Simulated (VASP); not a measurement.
A run of VASP 6.6.1 is set up as follows.

File INCAR:

```
SYSTEM = Mg
ALGO = Normal ; EDIFF = 1E-7
ENCUT = 520 ; GGA = PE
ISIF = 2 ; ISMEAR = 0
LASPH = .TRUE. ; LCHARG = .FALSE.
LREAL = .FALSE. ; LWAVE = .FALSE.
NBANDS = 9 ; NELM = 80
PREC = Accurate ; SIGMA = 0.011
```

KPOINTS

```
k-points
0
G
  10 10 5
  0 0 0
```

File POSCAR:

```
Mg
1.0
    3.2093000000      0.0000000000      0.0000000000
   -1.6046500000      2.7793353284      0.0000000000
    0.0000000000      0.0000000000      5.2103000000
Mg
2
Direct
    0.6666666667      0.3333333333      0.7500000000
    0.3333333333      0.6666666667      0.2500000000
```

Potentials or basis: VASP PAW PBE potentials, release 64 (Mg).

Launch:

```console
$ cat potpaw_PBE.64/Mg/POTCAR > POTCAR
$ mpirun -np 1 vasp_std > vasp.out
```

(1) What does it give for the pressure?

(2) Predict the band gap on the k mesh.

Answers

(1) -0.6 GPa.

(2) zero (band 2 reaches 3.24 eV, above the bottom of band 3 at 1.33 eV).
